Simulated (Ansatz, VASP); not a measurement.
**Two plane-wave programs on LaYN2**

```
La Y N
1.0
     3.70667    0.00000    0.00000
    -1.85333    3.21007    0.00000
     0.00000    0.00000    6.63278
La Y N
1 1 2
Cartesian
  0.0000 0.0000 4.7327
  0.0000 0.0000 1.0269
  0.0000 2.1400 6.2722
  1.8533 1.0700 6.2722
```

Alike in both runs: functional PBE; k mesh 12 × 12 × 8; occupations gaussian, width 0.1 eV; no spin polarisation.

Ansatz relaxed the structure, and its values are those at the end. VASP's run is a single point on that final structure, the one shown.

|  | VASP | Ansatz |
| --- | --- | --- |
| version | VASP 6.6.1 | Ansatz 0.2.0 |
| potentials or method | VASP PAW PBE potentials, release 64 (La, Y_sv, N), cutoff 520 eV | scalar-relativistic, plane waves, PAW |
| valence electrons in the cell | 32 | 32 |

Ansatz gave:

| Item | Value |
| --- | --- |
| gap on the k mesh at the Fermi level (eV) | none |
| pressure (GPa) | 0.0 |
| rms of the force components (eV/Å) | 0.000 |

Problem. Estimate VASP's values.

Solution. gap on the k mesh at the Fermi level (eV): none; pressure (GPa): -0.1; rms of the force components (eV/Å): 0.005.

A gap of «none» marks a metal or a gap that the smearing closes.

Neither program's run includes spin-orbit coupling.
